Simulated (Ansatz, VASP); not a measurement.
**Co: VASP beside Ansatz**

```xyz
2
Lattice="2.4934 0.0000 0.0000 -1.2467 2.1593 0.0000 0.0000 0.0000 4.0311" Properties=species:S:1:pos:R:3 pbc="T T T"
Co    0.0000    1.4396    3.0233
Co    1.2467    0.7198    1.0078
```

Alike in both runs: task single point; functional PBE; k mesh 20 × 20 × 10; occupations gaussian, width 0.05 eV; collinear spin.

|  | VASP | Ansatz |
| --- | --- | --- |
| version | VASP 6.6.1 | Ansatz 0.2.0 |
| potentials or method | VASP PAW PBE potentials, release 64 (Co), cutoff 520 eV | scalar-relativistic, plane waves, PAW |
| valence electrons in the cell | 18 | 34 |

VASP gave:

```
gap on the k mesh at the Fermi level (eV)                     : none
pressure (GPa)                                                : -7.2
traceless stress, the component that is largest in VASP (GPa) : 0.06
net moment per atom (μB)                                      : 0.00
size of the moment on the site where the two differ most (μB) : 0.93
```

Q: Which values does Ansatz return?

A: gap on the k mesh at the Fermi level (eV): none; pressure (GPa): 0.0; traceless stress, the component that is largest in VASP (GPa): 0.00; net moment per atom (μB): 1.60; size of the moment on the site where the two differ most (μB): 1.68.

The net moments are unlike, so the other rows may belong to different states. Site moments also hang on the region over which each program counts them. A gap of «none» marks a metal or a gap that the smearing closes. VASP's potentials hold 18 valence electrons a cell and Ansatz's 34, so a difference there can come from the potentials and not from the codes. Ansatz's warnings: seeded moment not kept.
